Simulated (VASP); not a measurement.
Here is a VASP 6.6.1 calculation.

Contents of INCAR:

```
PREC = Accurate ; ENCUT = 600
EDIFF = 1E-6 ; ISMEAR = 0
SIGMA = 0.1 ; LREAL = F
LASPH = T ; NELM = 120
ALGO = Normal ; ISIF = 2
LWAVE = F ; LCHARG = T
GGA = PE ; LELF = T
LVHAR = T ; NBANDS = 30
GGA_COMPAT = F
```

File KPOINTS:

```
Automatic mesh
0
Gamma
  4 4 4
```

POSCAR

```
MgCd3O
1.0
    4.1925037600      0.0000000000      0.0000000000
    0.0000000000      4.1925037600      0.0000000000
    0.0000000000      0.0000000000      5.3050044700
Mg Cd O
1 3 1
Direct
    0.0000000000      0.0000000000      0.0000000000
    0.5000000000      0.5000000000      0.1059000000
    0.0000000000      0.5000000000      0.5000000000
    0.5000000000      0.0000000000      0.5000000000
    0.5000000000      0.5000000000      0.6620000000
```

Potentials or basis: VASP PAW PBE potentials, release 64 (Mg, Cd, O).

Run with:

```bash
$ cat potpaw_PBE.64/Mg/POTCAR potpaw_PBE.64/Cd/POTCAR potpaw_PBE.64/O/POTCAR > POTCAR
$ mpirun -np 1 vasp_std > vasp.out
```

(1) Predict the largest force.

(2) Estimate the pressure.

(3) What does it give for the band gap on the k mesh?

Results:

(1) 1.375 eV/Å.

(2) 6.9 GPa.

(3) zero (bands 22 and 23 overlap by 3.18 eV).

Caveat: the k points lie up to 0.37 Å⁻¹ apart, too coarse for converged energies and pressures of a metal; forces of over 1 eV/Å act on the atoms, so gaps and moduli don't describe the material at rest.
